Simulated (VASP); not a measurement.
# CuO (C2/c) in VASP: single point with PBE

Aim: the single point of CuO with PBE.

Everything below comes from runs of VASP 6.6.1. Logs are shortened: lines on timing, memory, paths and dates and some standing lists are left out, and cuts for length are marked.

## (1) The cell of the first run

It takes space group C2/c (No. 15, monoclinic). The conventional cell has a = 4.684 Å, b = 3.423 Å, c = 5.129 Å, α = 90.00°, β = 99.54°, γ = 90.00°. Cu (site symmetry -1) has 4 O at 1.95 to 1.96 Å within 2.6 Å. Within 3.0 Å of O (site symmetry 2) lie 6 Cu at 1.95 to 2.78 Å and 6 O at 2.62 to 2.90 Å.

## (2) Single point, PBE

Contents of INCAR:

```
ALGO     = Normal         # electronic algorithm
EDIFF    = 1E-6           # SCF threshold, eV
ENCUT    = 600            # plane-wave cutoff, eV
GGA      = PE             # functional
GGA_COMPAT= False        
ISIF     = 2              # what is computed and relaxed
ISMEAR   = 1              # smearing method
LASPH    = True           # aspherical terms in the spheres
LCHARG   = False          # write CHGCAR
LREAL    = False          # projectors in reciprocal space
LWAVE    = False          # write WAVECAR
NBANDS   = 25             # bands
NELM     = 120            # most SCF steps
PREC     = Accurate       # precision mode
SIGMA    = 0.1            # smearing width, eV
```

Contents of KPOINTS:

```
k-points
0
Gamma
  9 9 5
```

Contents of POSCAR:

```
CuO
1.0
    2.3418500000     -1.7113000000      0.0000000000
    2.3418500000      1.7113000000      0.0000000000
   -0.8500274300      0.0000000000      5.0578693900
Cu O
2 2
Direct
    0.0000000000      0.5000000000      0.0000000000
    0.5000000000      0.0000000000      0.5000000000
    0.5816000000      0.4184000000      0.2500000000
    0.4184000000      0.5816000000      0.7500000000
```

Potentials or basis: VASP PAW PBE potentials, release 64 (Cu, O).

Started as:

```console
$ cat potpaw_PBE.64/Cu/POTCAR potpaw_PBE.64/O/POTCAR > POTCAR
$ mpirun -np 1 vasp_std > vasp.out
```

OUTCAR:

```text
EDIFF = 1E-6
   ENCUT = 600
   GGA = PE
   ISIF = 2
   ISMEAR = 1
   LASPH = True
   LREAL = False
   NELM = 120
   PREC = Accurate

 ion  position               nearest neighbor table
   1  0.000  0.500  0.000-   3 1.95   4 1.95   4 1.96   3 1.96
   2  0.500  0.000  0.500-   4 1.95   3 1.95   4 1.96   3 1.96
   3  0.582  0.418  0.250-   2 1.95   1 1.95   2 1.96   1 1.96
   4  0.418  0.582  0.750-   1 1.95   2 1.95   2 1.96   1 1.96

  LATTYP: Found a base centered monoclinic cell.
 ALAT       =     4.6837000000
 B/A-ratio  =     0.7307470589
 C/A-ratio  =     1.0950317048
 COS(beta)  =    -0.1657361236

  Lattice vectors:

 A1 = (   2.3418500000,  -1.7113000000,   0.0000000000)
 A2 = (   2.3418500000,   1.7113000000,   0.0000000000)
 A3 = (  -0.8500274300,   0.0000000000,   5.0578693900)

Analysis of symmetry for initial positions (statically):
=====================================================================
 Subroutine PRICEL returns:
 Original cell was already a primitive cell.

 Routine SETGRP: Setting up the symmetry group for a
 base centered monoclinic supercell.

 Subroutine GETGRP returns: Found  4 space group operations
 (whereof  2 operations were pure point group operations)
 out of a pool of  4 trial point group operations.

The static configuration has the point symmetry S_2 .
 The point group associated with its full space group is C_2h.

Analysis of symmetry for dynamics (positions and initial velocities):
=====================================================================
 Subroutine PRICEL returns:
 Original cell was already a primitive cell.

 Routine SETGRP: Setting up the symmetry group for a
 base centered monoclinic supercell.

 Subroutine GETGRP returns: Found  4 space group operations
 (whereof  2 operations were pure point group operations)
 out of a pool of  4 trial point group operations.

The dynamic configuration has the point symmetry S_2 .
 The point group associated with its full space group is C_2h.

 Subroutine INISYM returns: Found  4 space group operations
 (whereof  2 operations are pure point group operations),
 and found     1 'primitive' translations

----------------------------------------------------------------------------------------

                                     Primitive cell

  volume of cell :      40.5399

  direct lattice vectors                    reciprocal lattice vectors
     2.341850000 -1.711300000  0.000000000     0.213506416 -0.292175539  0.035881968
     2.341850000  1.711300000  0.000000000     0.213506416  0.292175539  0.035881968
    -0.850027430  0.000000000  5.057869390     0.000000000  0.000000000  0.197711709

  length of vectors
     2.900484289  2.900484289  5.128799996     0.363646877  0.363646877  0.197711709

  position of ions in fractional coordinates (direct lattice)
     0.000000000  0.500000000  0.000000000
     0.500000000  0.000000000  0.500000000
     0.581600000  0.418400000  0.250000000
     0.418400000  0.581600000  0.750000000

  ion indices of the primitive-cell ions
   primitive index   ion index
                 1           1
                 2           2
                 3           3
                 4           4

----------------------------------------------------------------------------------------

 KPOINTS: k-points

Automatic generation of k-mesh.
 Grid dimensions read from file:
 generate k-points for:    9    9    5

 Generating k-lattice:

  Cartesian coordinates                     Fractional coordinates (reciprocal lattice)
     0.023722935 -0.032463949  0.003986885     0.111111111  0.000000000  0.000000000
     0.023722935  0.032463949  0.003986885     0.000000000  0.111111111  0.000000000
     0.000000000  0.000000000  0.039542342     0.000000000  0.000000000  0.200000000

  Length of vectors
     0.040405209  0.040405209  0.039542342

  Shift w.r.t. Gamma in fractional coordinates (k-lattice)
     0.000000000  0.000000000  0.000000000

 Subroutine IBZKPT returns following result:
 ===========================================

 Found    115 irreducible k-points:

 Following reciprocal coordinates:
            Coordinates               Weight
  0.000000  0.000000  0.000000      1.000000
  0.111111 -0.000000  0.000000      4.000000
  0.222222 -0.000000  0.000000      4.000000
  0.333333 -0.000000  0.000000      4.000000
  0.444444 -0.000000  0.000000      4.000000
  0.111111  0.111111  0.000000      2.000000
[... 16 lines left out ...]
 -0.333333  0.333333  0.000000      2.000000
  0.444444  0.444444  0.000000      2.000000
 [... further k-points ...]
   k-points           NKPTS =    115   k-points in BZ     NKDIM =    115   number of bands    NBANDS=     25
   number of dos      NEDOS =    301   number of ions     NIONS =      4
   total plane-waves  NPLWV =  24192
   dimension x,y,z NGX =    24 NGY =   24 NGZ =   42
   dimension x,y,z NGXF=    48 NGYF=   48 NGZF=   84
   ions per type =               2   2
   NGX,Y,Z   is equivalent  to a cutoff of  13.76, 13.76, 13.61 a.u.
   NGXF,Y,Z  is equivalent  to a cutoff of  27.51, 27.51, 27.23 a.u.
 SYSTEM =  unknown system
   PREC   = accura    normal or accurate (medium, high low for compatibility)
   ISTART =      0    job   : 0-new  1-cont  2-samecut
   ICHARG =      2    charge: 1-file 2-atom 10-const
   ISPIN  =      1    spin polarized calculation?
   LNONCOLLINEAR =      F non collinear calculations
   LSORBIT =      F    spin-orbit coupling
   LASPH  =      T    aspherical Exc in radial PAW
   ENCUT  =  600.0 eV  44.10 Ry    6.64 a.u.   5.79  5.79 10.24*2*pi/ulx,y,z
   NELM   =    120;   NELMIN=  2; NELMDL= -5     # of ELM steps
   EDIFF  = 0.1E-05   stopping-criterion for ELM
   LREAL  =      F    real-space projection
[... 7 lines left out ...]
   TEBEG  =    0.0;   TEEND  =   0.0 temperature during run
   PSTRESS=    0.0 pullay stress
   NELECT =      34.0000    total number of electrons
   NUPDOWN=      -1.0000    fix difference up-down
   EMIN   =  10.00;   EMAX   =-10.00  energy-range for DOS
   EFERMI =   0.00;   METHOD = LEGACY
   ISMEAR =     1;   SIGMA  =   0.10  broadening in eV -4-tet -1-fermi 0-gaus
   EFERMI_NEDOS =   21; number of points for ismear=-14 and -15
   IALGO  =     38    algorithm
   IMIX   =      4    mixing-type and parameters
     AMIX     =   0.40;   BMIX     =  1.00
     AMIX_MAG =   1.60;   BMIX_MAG =  1.00
  volume/ion in A,a.u.               =      10.13        68.39
  Fermi-wavevector in a.u.,A,eV,Ry     =   1.543856  2.917465 32.429379  2.383492
  Thomas-Fermi vector in A             =   2.649460
   LORBIT       =      0    0 simple, 1 ext, 2 COOP (PROOUT), +10 PAW based schemes
   GGA     = PE    functional components
   LHFCALC =     F    Hartree Fock is set to
   AEXX    =    0.0000 exact exchange contribution
   IVDW    =     0    specifies the selected vdW correction
   LEPSILON=     F    determine dielectric tensor
   LRPA    =     F    only Hartree local field effects (RPA)
 non-spin polarized calculation
 Methfessel and Paxton  Order N= 1 SIGMA  =   0.10
  energy-cutoff  :      600.00
  volume of cell :       40.54
 maximum number of plane-waves:      1365
   NGX = 11   NGY = 11   NGZ = 21

 number of electron      33.9999983 magnetization

 Free energy of the ion-electron system (eV)
  ---------------------------------------------------
  ext. energy  EPLUGINS =         0.00000000
  ---------------------------------------------------
  free energy    TOTEN  =       -19.52764554 eV

  energy without entropy =      -19.52726560  energy(sigma->0) =      -19.52751889

 E-fermi :   5.7113     XC(G=0): -11.9150

 val. band max:        5.7102668636   @ k =   0.3333   0.1111   0.0000
 cond. band min:       5.7155027759   @ k =   0.4444  -0.0000   0.0000
 fundamental gap:      0.0052359123
 Fermi energy:         5.7113201701

 k-point     1 :       0.0000    0.0000    0.0000
  band No.  band energies     occupation
      1     -14.2166      2.00000
      2     -12.8904      2.00000
      3      -2.4350      2.00000
      4       0.1564      2.00000
      5       0.5534      2.00000
      6       2.4034      2.00000
[... 17 lines left out ...]
     24      22.1228      0.00000
     25      22.4501      0.00000

 k-point     2 :       0.1111   -0.0000    0.0000
  band No.  band energies     occupation
      1     -14.1338      2.00000
      2     -12.8640      2.00000
      3      -2.3000      2.00000
      4       0.1359      2.00000
      5       0.5192      2.00000
      6       1.5159      2.00000
[... 17 lines left out ...]
     24      21.5590      0.00000
     25      22.5961      0.00000

 k-point     3 :       0.2222   -0.0000    0.0000
  band No.  band energies     occupation
      1     -13.9148      2.00000
      2     -12.7960      2.00000
      3      -1.9485      2.00000
      4       0.0587      2.00000
      5       0.2122      2.00000
      6       0.5547      2.00000
[... 17 lines left out ...]
     24      20.5437      0.00000
     25      22.0978      0.00000

 k-point     4 :       0.3333   -0.0000    0.0000
  band No.  band energies     occupation
      1     -13.6466      2.00000
      2     -12.7175      2.00000
      3      -1.5417      2.00000
      4      -0.8188      2.00000
      5      -0.0132      2.00000
      6       0.5309      2.00000
[... 17 lines left out ...]
     24      19.3247      0.00000
     25      21.6583      0.00000
[... 477 lines left out ...]
 k-point    22 :      -0.4444    0.3333    0.0000
  band No.  band energies     occupation
      1     -13.0646      2.00000
      2     -12.5905      2.00000
      3      -1.3274      2.00000
      4      -0.6005      2.00000
      5      -0.2554      2.00000
      6       0.2871      2.00000
[... 17 lines left out ...]
     24      18.8156      0.00000
     25      19.3071      0.00000

 k-point    23 :      -0.3333    0.3333    0.0000
  band No.  band energies     occupation
      1     -13.1585      2.00000
      2     -12.5975      2.00000
      3      -0.9057      2.00000
      4      -0.7288      2.00000
      5      -0.4985      2.00000
      6       0.1604      2.00000
[... 17 lines left out ...]
     24      19.0716      0.00000
     25      19.1500      0.00000

 k-point    24 :       0.4444    0.4444    0.0000
  band No.  band energies     occupation
      1     -12.9860      2.00000
      2     -12.5900      2.00000
      3      -1.6095      2.00000
      4      -0.4119      2.00000
      5      -0.1622      2.00000
      6       0.3111      2.00000
[... 17 lines left out ...]
     24      18.4908      0.00000
     25      19.7247      0.00000

 [... further k-points ...]
[... 5 lines left out ...]
  --------------------------------------------------------------------------------------
  -------------------------------------------------------------------------------------
  Total        1.5661156      1.8093868      1.4123358      0.0000000      0.0000000     -0.3181058
  in kB       61.8944315     71.5087483     55.8169027      0.0000000      0.0000000    -12.5718557
  external PRESSURE =      63.0733609 kB  Pullay stress =       0.0000000 kB

 VOLUME and BASIS-vectors are now :
 -----------------------------------------------------------------------------
  energy-cutoff  :      600.00
  volume of cell :       40.54
      direct lattice vectors                 reciprocal lattice vectors
     2.341850000 -1.711300000  0.000000000     0.213506416 -0.292175539  0.035881968
     2.341850000  1.711300000  0.000000000     0.213506416  0.292175539  0.035881968
    -0.850027430  0.000000000  5.057869390     0.000000000  0.000000000  0.197711709

 POSITION                                       TOTAL-FORCE (eV/Angst)
 -----------------------------------------------------------------------------------
      1.17092      0.85565      0.00000         0.000000     -0.000000      0.000000
      0.74591     -0.85565      2.52893         0.000000     -0.000000      0.000000
      2.12934     -0.27928      1.26447         0.000000      0.220635      0.000000
      1.70433      0.27928      3.79340        -0.000000     -0.220635     -0.000000
 -----------------------------------------------------------------------------------
    total drift:                                0.000000      0.000000     -0.000000

  FREE ENERGIE OF THE ION-ELECTRON SYSTEM (eV)
  ---------------------------------------------------
  free  energy   TOTEN  =       -19.5276455355 eV

  energy  without entropy=      -19.5272655997  energy(sigma->0) =      -19.52751889
```

It took 2.6 min on 1 thread of Intel Xeon 8259CL, shared host; peak memory 0.25 GiB.

Results:

- Free energy: -19.5276 eV
- Pressure: 6.3 GPa
- Largest force: 0.221 eV/Å
- Band gap on the k mesh: zero (bands 17 and 18 overlap by 0.55 eV)

Forces on the atoms (eV/Å):
```
Cu   0.000  0.000  0.000
Cu   0.000  0.000  0.000
O    0.000  0.221  0.000
O    0.000 -0.221  0.000
```

Stress tensor (GPa, compression positive):
```
 6.19  0.00 -1.26
 0.00  7.15  0.00
-1.26  0.00  5.58
```

Levels at points of the mesh, in eV from the Fermi level:
```
           k point  band 14  band 15  band 16  band 17  band 18  band 19  band 20  band 21
(0.00, 0.00, 0.00)    -2.22    -2.16    -1.66     0.22     0.95     1.73     6.06     8.18
```

Caveat: the cell stands under pressure; semilocal functionals often make such compounds metallic where correlation or magnetic order opens a gap, which also shifts bond lengths. With open d or f shells a metallic result of PBE can be an artefact of self-interaction; +U or a hybrid may open a gap.
